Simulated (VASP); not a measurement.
**Sr: electric field gradients with PBE**

Sr:

```
Sr
1.0
    -2.40050    2.40050    2.40050
     2.40050   -2.40050    2.40050
     2.40050    2.40050   -2.40050
Sr
1
Direct
  0.00000 0.00000 0.00000
```

This isn't the form of Sr at room conditions, which is fcc.

| Item | Value |
| --- | --- |
| Program | VASP 6.6.1 |
| Task | electric field gradients |
| Functional | PBE |
| Potentials or basis | VASP PAW PBE potentials, release 64 (Sr_sv) |
| Cutoff | 520 eV |
| k mesh | 12 × 12 × 12 |
| Occupations | fermi-dirac, width 0.05 eV |
| Spin | no spin polarisation |
| Dipole correction | no |
| Further INCAR settings | ALGO = Normal; EDIFF = 1e-08; NBANDS = 11 |

* Pressure: -0.3 GPa
* Band gap on the k mesh: zero (bands 5 and 6 overlap by 0.47 eV)
* Largest electric field gradient by atom: under 0.05 V/Å² on every atom

Levels at points of the mesh, in eV from the Fermi level:
```tsv
k point	band 3	band 4	band 5	band 6	band 7	band 8
(0.00, 0.00, 0.00)	-18.53	-18.53	-3.65	2.35	2.35	2.35
(0.50, 0.00, 0.00)	-18.59	-18.53	-1.01	0.20	1.20	3.48
(0.50, 0.50, 0.50)	-18.67	-18.67	-0.14	-0.14	3.58	3.58
```

Wall time 19 s on 1 thread of Intel(R) Xeon(R) Platinum 8488C (Sapphire Rapids), with other jobs on the host, peak memory 0.2 GiB.
